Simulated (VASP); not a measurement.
# ZnS (I-4m2) in VASP: a series of runs

Runs on ZnS. Level: PBEsol. Tasks: electric field gradients.

Program: VASP 6.6.1. These are calculated values, not measurements. Logs are shortened: lines on timing, memory, paths and dates and some standing lists are left out, and cuts for length are marked.

## (1) The cell of the first run

The structure is tetragonal, space group I-4m2 (No. 119). The conventional cell has a = 3.825 Å, b = 3.825 Å, c = 5.572 Å, α = 90.00°, β = 90.00°, γ = 90.00°. Within 3.1 Å of Zn (site symmetry -4m2) lie 4 S at 2.37 Å. S (site symmetry -4m2) has 4 Zn at 2.37 Å within 3.1 Å.

## (2) Electric field gradients, PBEsol (zz strain of +3 %)

Contents of INCAR:

```
  PREC = Accurate
  ENCUT = 520
  EDIFF = 1E-8
  ISMEAR = -1
  SIGMA = 0.01
  LREAL = False
  LASPH = True
  NELM = 100
  ALGO = Normal
  ISIF = 2
  LWAVE = False
  LCHARG = False
  GGA = PS
  LEFG = True
  NBANDS = 16
```

Contents of KPOINTS:

```
regular mesh
0
Gamma
  8 8 8
```

Contents of POSCAR:

```
ZnS
1.0
    0.0000000000      2.7046500000      2.7857895000
    2.7046500000      0.0000000000      2.7857895000
    2.7046500000      2.7046500000      0.0000000000
Zn S
1 1
Direct
    0.0000000000      0.0000000000      0.0000000000
    0.7500000000      0.7500000000      0.7500000000
```

Potentials or basis: VASP PAW PBE potentials, release 64 (Zn, S).

Started as:

```
> cat potpaw_PBE.64/Zn/POTCAR potpaw_PBE.64/S/POTCAR > POTCAR
> mpirun -np 1 vasp_std > vasp.out
```

OUTCAR:

```text
PREC = Accurate
   ENCUT = 520
   EDIFF = 1E-8
   ISMEAR = -1
   LREAL = False
   LASPH = True
   NELM = 100
   ISIF = 2
   GGA = PS

 ion  position               nearest neighbor table
   1  0.000  0.000  0.000-   2 2.37   2 2.37   2 2.37   2 2.37
   2  0.750  0.750  0.750-   1 2.37   1 2.37   1 2.37   1 2.37

  LATTYP: Found a body centered tetragonal cell.
 ALAT       =     3.8249527115
 C/A-ratio  =     1.4566399692

  Lattice vectors:

 A1 = (  -2.7046500000,   0.0000000000,   2.7857895000)
 A2 = (   2.7046500000,   0.0000000000,   2.7857895000)
 A3 = (   0.0000000000,   2.7046500000,  -2.7857895000)

Analysis of symmetry for initial positions (statically):
=====================================================================
 Subroutine PRICEL returns:
 Original cell was already a primitive cell.

 Routine SETGRP: Setting up the symmetry group for a
 body centered tetragonal supercell.

 Subroutine GETGRP returns: Found  8 space group operations
 (whereof  8 operations were pure point group operations)
 out of a pool of 16 trial point group operations.

The static configuration has the point symmetry D_2d.

Analysis of symmetry for dynamics (positions and initial velocities):
=====================================================================
 Subroutine PRICEL returns:
 Original cell was already a primitive cell.

 Routine SETGRP: Setting up the symmetry group for a
 body centered tetragonal supercell.

 Subroutine GETGRP returns: Found  8 space group operations
 (whereof  8 operations were pure point group operations)
 out of a pool of 16 trial point group operations.

The dynamic configuration has the point symmetry D_2d.

 Subroutine INISYM returns: Found  8 space group operations
 (whereof  8 operations are pure point group operations),
 and found     1 'primitive' translations

----------------------------------------------------------------------------------------

                                     Primitive cell

  volume of cell :      40.7568

  direct lattice vectors                    reciprocal lattice vectors
     0.000000000  2.704650000  2.785789500    -0.184866803  0.184866803  0.179482333
     2.704650000  0.000000000  2.785789500     0.184866803 -0.184866803  0.179482333
     2.704650000  2.704650000  0.000000000     0.184866803  0.184866803 -0.179482333

  length of vectors
[... 115 lines left out ...]
  volume of cell :       40.76
 maximum number of plane-waves:      1108
 NGX is ok and might be reduce to    30
   NGX = 15   NGY = 15   NGZ = 15

 number of electron      18.0000000 magnetization

 Free energy of the ion-electron system (eV)
  ---------------------------------------------------
  ext. energy  EPLUGINS =         0.00000000
  ---------------------------------------------------
  free energy    TOTEN  =        -7.55697900 eV

  energy without entropy =       -7.55697900  energy(sigma->0) =       -7.55697900

 E-fermi :   2.0153     XC(G=0):  -9.6987

 val. band max:        1.7508082469   @ k =   0.0000   0.0000   0.0000
 cond. band min:       3.5513112267   @ k =   0.0000   0.0000   0.0000
 fundamental gap:      1.8005029798
 Fermi energy:         2.0152895307

 k-point     1 :       0.0000    0.0000    0.0000
  band No.  band energies     occupation
      1     -11.2147      2.00000
      2      -4.5397      2.00000
      3      -4.5223      2.00000
      4      -4.5223      2.00000
      5      -4.0716      2.00000
      6      -4.0638      2.00000
[... 433 lines left out ...]
      3      -4.4109      2.00000
      4      -4.3455      2.00000
      5      -4.0639      2.00000
      6      -4.0342      2.00000
[... 8 lines left out ...]
     15      14.2286      0.00000
     16      14.6049      0.00000

 [... further k-points ...]
[... 5 lines left out ...]
  --------------------------------------------------------------------------------------
  -------------------------------------------------------------------------------------
  Total       -0.8882882     -0.8882882     -1.2334995      0.0000000      0.0000000      0.0000000
  in kB      -34.9191814    -34.9191814    -48.4896580      0.0000000      0.0000000      0.0000000
  external PRESSURE =     -39.4426736 kB  Pullay stress =       0.0000000 kB

 VOLUME and BASIS-vectors are now :
 -----------------------------------------------------------------------------
  energy-cutoff  :      520.00
  volume of cell :       40.76
      direct lattice vectors                 reciprocal lattice vectors
     0.000000000  2.704650000  2.785789500    -0.184866803  0.184866803  0.179482333
     2.704650000  0.000000000  2.785789500     0.184866803 -0.184866803  0.179482333
     2.704650000  2.704650000  0.000000000     0.184866803  0.184866803 -0.179482333

 POSITION                                       TOTAL-FORCE (eV/Angst)
 -----------------------------------------------------------------------------------
      0.00000      0.00000      0.00000         0.000000      0.000000     -0.000000
      4.05697      4.05697      4.17868         0.000000      0.000000      0.000000
 -----------------------------------------------------------------------------------
    total drift:                               -0.000002     -0.000002     -0.000014

  FREE ENERGIE OF THE ION-ELECTRON SYSTEM (eV)
  ---------------------------------------------------
  free  energy   TOTEN  =        -7.5569790006 eV

  energy  without entropy=       -7.5569790006  energy(sigma->0) =       -7.55697900

 Electric field gradients (V/A^2)
---------------------------------------------------------------------
 ion       V_xx      V_yy      V_zz      V_xy      V_xz      V_yz
---------------------------------------------------------------------
   1       2.503     2.503    -5.005    -0.005     0.004     0.004
   2      -3.086    -3.086     6.173     0.001    -0.001    -0.001
---------------------------------------------------------------------

 Electric field gradients after diagonalization (V/A^2)
 (convention: |V_zz| > |V_xx| > |V_yy|)
----------------------------------------------------------------------
 ion       V_xx      V_yy      V_zz     asymmetry (V_yy - V_xx)/ V_zz
----------------------------------------------------------------------
   1       2.507     2.498    -5.005       0.002
   2      -3.087    -3.086     6.173       0.000
----------------------------------------------------------------------

           NMR quadrupolar parameters

 Cq : quadrupolar parameter    Cq=e*Q*V_zz/h
 eta: asymmetry parameters     (V_yy - V_xx)/ V_zz
 Q  : nuclear electric quadrupole moment in mb (millibarn)
----------------------------------------------------------------------
 ion       Cq(MHz)       eta       Q (mb)
----------------------------------------------------------------------
   1      -0.012       0.002       1.000
   2       0.015       0.000       1.000
----------------------------------------------------------------------
```

It took 35 s on 1 thread of Intel Xeon 6975P-C (Granite Rapids), shared host; peak memory 0.18 GiB.

Results:

- Free energy: -7.5570 eV
- Pressure: -3.9 GPa
- Band gap on the k mesh: 1.80 eV, direct

Stress tensor (GPa, compression positive):
```
-3.49  0.00  0.00
 0.00 -3.49  0.00
 0.00  0.00 -4.85
```

Electric field gradients, principal values (V/Å²):
```csv
atom,least,middle,greatest (by size)
1 Zn,2.498,2.507,-5.005
2 S,-3.086,-3.087,6.173
```

Caveat: the cell differs from its parent crystal (zz strain of +3 %); without QUAD_EFG the Cq values of the log hold for a quadrupole moment of 1 mb, not for the nuclei; the PAW data sets were made with another functional, which shifts forces and pressure a little.

## (3) Electric field gradients, PBEsol (equal xx and yy strain of +3 %)

Contents of INCAR:

```
PREC = Accurate
ENCUT = 520
EDIFF = 1E-8
ISMEAR = -1
SIGMA = 0.01
LREAL = F
LASPH = T
NELM = 80
ALGO = Normal
ISIF = 2
LWAVE = F
LCHARG = F
GGA = PS
LEFG = T
NBANDS = 16
```

Contents of KPOINTS:

```
Automatic mesh
0
Gamma
  8 8 8
```

Contents of POSCAR:

```
ZnS
1.0
    0.0000000000      2.7857895000      2.7046500000
    2.7857895000      0.0000000000      2.7046500000
    2.7857895000      2.7857895000      0.0000000000
Zn S
1 1
Direct
    0.0000000000      0.0000000000      0.0000000000
    0.7500000000      0.7500000000      0.7500000000
```

Potentials or basis: VASP PAW PBE potentials, release 64 (Zn, S).

Started as:

```
> cat potpaw_PBE.64/Zn/POTCAR potpaw_PBE.64/S/POTCAR > POTCAR
> mpirun -np 1 vasp_std > vasp.out
```

OUTCAR:

```text
PREC = Accurate
   ENCUT = 520
   EDIFF = 1E-8
   ISMEAR = -1
   LREAL = F
   LASPH = T
   NELM = 80
   ISIF = 2
   GGA = PS

 ion  position               nearest neighbor table
   1  0.000  0.000  0.000-   2 2.39   2 2.39   2 2.39   2 2.39
   2  0.750  0.750  0.750-   1 2.39   1 2.39   1 2.39   1 2.39

  LATTYP: Found a body centered tetragonal cell.
 ALAT       =     3.9397012928
 C/A-ratio  =     1.3730228761

  Lattice vectors:

 A1 = (   0.0000000000,  -2.7857895000,  -2.7046500000)
 A2 = (   0.0000000000,   2.7857895000,  -2.7046500000)
 A3 = (   2.7857895000,   0.0000000000,   2.7046500000)

Analysis of symmetry for initial positions (statically):
=====================================================================
 Subroutine PRICEL returns:
 Original cell was already a primitive cell.

 Routine SETGRP: Setting up the symmetry group for a
 body centered tetragonal supercell.

 Subroutine GETGRP returns: Found  8 space group operations
 (whereof  8 operations were pure point group operations)
 out of a pool of 16 trial point group operations.

The static configuration has the point symmetry D_2d.

Analysis of symmetry for dynamics (positions and initial velocities):
=====================================================================
 Subroutine PRICEL returns:
 Original cell was already a primitive cell.

 Routine SETGRP: Setting up the symmetry group for a
 body centered tetragonal supercell.

 Subroutine GETGRP returns: Found  8 space group operations
 (whereof  8 operations were pure point group operations)
 out of a pool of 16 trial point group operations.

The dynamic configuration has the point symmetry D_2d.

 Subroutine INISYM returns: Found  8 space group operations
[... 151 lines left out ...]

 k-point     1 :       0.0000    0.0000    0.0000
  band No.  band energies     occupation
      1     -11.2820      2.00000
      2      -4.6893      2.00000
      3      -4.6893      2.00000
      4      -4.6739      2.00000
      5      -4.2596      2.00000
      6      -4.2532      2.00000
[... 433 lines left out ...]
      3      -4.5656      2.00000
      4      -4.4960      2.00000
      5      -4.2567      2.00000
      6      -4.2283      2.00000
[... 8 lines left out ...]
     15      13.8668      0.00000
     16      14.2258      0.00000

 [... further k-points ...]
[... 5 lines left out ...]
  --------------------------------------------------------------------------------------
  -------------------------------------------------------------------------------------
  Total       -1.5776040     -1.5776040     -1.2510885      0.0000000      0.0000000      0.0000000
  in kB      -60.2103173    -60.2103173    -47.7486335      0.0000000      0.0000000      0.0000000
  external PRESSURE =     -56.0564227 kB  Pullay stress =       0.0000000 kB

 VOLUME and BASIS-vectors are now :
 -----------------------------------------------------------------------------
  energy-cutoff  :      520.00
  volume of cell :       41.98
      direct lattice vectors                 reciprocal lattice vectors
     0.000000000  2.785789500  2.704650000    -0.179482333  0.179482333  0.184866803
     2.785789500  0.000000000  2.704650000     0.179482333 -0.179482333  0.184866803
     2.785789500  2.785789500  0.000000000     0.179482333  0.179482333 -0.184866803

 POSITION                                       TOTAL-FORCE (eV/Angst)
 -----------------------------------------------------------------------------------
      0.00000      0.00000      0.00000        -0.000000     -0.000000      0.000000
      4.17868      4.17868      4.05697         0.000000      0.000000     -0.000000
 -----------------------------------------------------------------------------------
    total drift:                               -0.000001     -0.000001     -0.000000

  FREE ENERGIE OF THE ION-ELECTRON SYSTEM (eV)
  ---------------------------------------------------
  free  energy   TOTEN  =        -7.5208162072 eV

  energy  without entropy=       -7.5208162072  energy(sigma->0) =       -7.52081621

 Electric field gradients (V/A^2)
---------------------------------------------------------------------
 ion       V_xx      V_yy      V_zz      V_xy      V_xz      V_yz
---------------------------------------------------------------------
   1      -2.467    -2.467     4.934     0.003     0.006     0.006
   2       2.861     2.861    -5.722    -0.000    -0.000    -0.000
---------------------------------------------------------------------

 Electric field gradients after diagonalization (V/A^2)
 (convention: |V_zz| > |V_xx| > |V_yy|)
----------------------------------------------------------------------
 ion       V_xx      V_yy      V_zz     asymmetry (V_yy - V_xx)/ V_zz
----------------------------------------------------------------------
   1      -2.469    -2.464     4.934       0.001
   2       2.861     2.861    -5.722       0.000
----------------------------------------------------------------------

           NMR quadrupolar parameters

 Cq : quadrupolar parameter    Cq=e*Q*V_zz/h
 eta: asymmetry parameters     (V_yy - V_xx)/ V_zz
 Q  : nuclear electric quadrupole moment in mb (millibarn)
----------------------------------------------------------------------
 ion       Cq(MHz)       eta       Q (mb)
----------------------------------------------------------------------
   1       0.012       0.001       1.000
   2      -0.014       0.000       1.000
----------------------------------------------------------------------
```

OSZICAR:

```text
N       E                     dE             d eps       ncg     rms          rms(c)
DAV:   1     0.875675725257E+02    0.87568E+02   -0.89373E+03  1888   0.132E+03
DAV:   2    -0.203794385604E+01   -0.89606E+02   -0.84107E+02  2136   0.254E+02
DAV:   3    -0.786184188301E+01   -0.58239E+01   -0.58001E+01  2408   0.637E+01
DAV:   4    -0.792248914742E+01   -0.60647E-01   -0.60636E-01  2336   0.676E+00
DAV:   5    -0.792325527175E+01   -0.76612E-03   -0.76611E-03  2408   0.716E-01    0.591E+00
DAV:   6    -0.754242183304E+01    0.38083E+00   -0.77869E-01  2792   0.311E+01    0.472E+00
DAV:   7    -0.752423330203E+01    0.18189E-01   -0.20719E-01  2224   0.436E+00    0.230E+00
DAV:   8    -0.752085794852E+01    0.33754E-02   -0.44504E-03  2688   0.754E-01    0.528E-01
DAV:   9    -0.752072676980E+01    0.13118E-03   -0.87755E-04  2328   0.259E-01    0.101E-01
DAV:  10    -0.752081946845E+01   -0.92699E-04   -0.13953E-04  2392   0.895E-02    0.272E-02
DAV:  11    -0.752081584346E+01    0.36250E-05   -0.15531E-05  2264   0.372E-02    0.608E-03
DAV:  12    -0.752081626630E+01   -0.42285E-06   -0.24355E-06  2568   0.199E-02    0.276E-03
DAV:  13    -0.752081621251E+01    0.53791E-07   -0.48130E-07  2448   0.740E-03    0.114E-03
DAV:  14    -0.752081620720E+01    0.53160E-08   -0.48444E-08  2288   0.192E-03
   1 F= -.75208162E+01 E0= -.75208162E+01  d E =-.138136E-10
```

Wall time 29 s (1 thread of Intel Xeon 6975P-C (Granite Rapids), shared host); peak memory 0.18 GiB.

Results:

```yaml
Free_energy: -7.5208 eV
Pressure: -5.6 GPa
Band_gap_on_the_k_mesh: 1.65 eV, direct
```

Stress tensor (GPa, compression positive):
```
-6.02  0.00  0.00
 0.00 -6.02  0.00
 0.00  0.00 -4.77
```

Levels at points of the mesh, in eV from the valence-band top:
| k point | band 7 | band 8 | band 9 | band 10 | band 11 | band 12 |
| --- | --- | --- | --- | --- | --- | --- |
| (0.00, 0.00, 0.00) | -0.09 | -0.09 | 0.00 | 1.65 | 6.28 | 6.29 |
| (0.50, 0.00, 0.00) | -5.02 | -0.93 | -0.78 | 3.00 | 6.68 | 6.93 |
| (0.50, 0.50, 0.00) | -4.31 | -2.19 | -2.19 | 3.23 | 3.71 | 10.55 |
| (0.50, 0.00, 0.50) | -4.48 | -2.07 | -2.02 | 3.36 | 3.99 | 10.24 |

Electric field gradients, principal values (V/Å²):
```
atom   least  middle  greatest (by size)
1 Zn  -2.464  -2.469               4.934
 2 S   2.861   2.861              -5.722
```

Caveat: the cell differs from its parent crystal (equal xx and yy strain of +3 %); without QUAD_EFG the Cq values of the log hold for a quadrupole moment of 1 mb, not for the nuclei; the PAW data sets were made with another functional, which shifts forces and pressure a little.
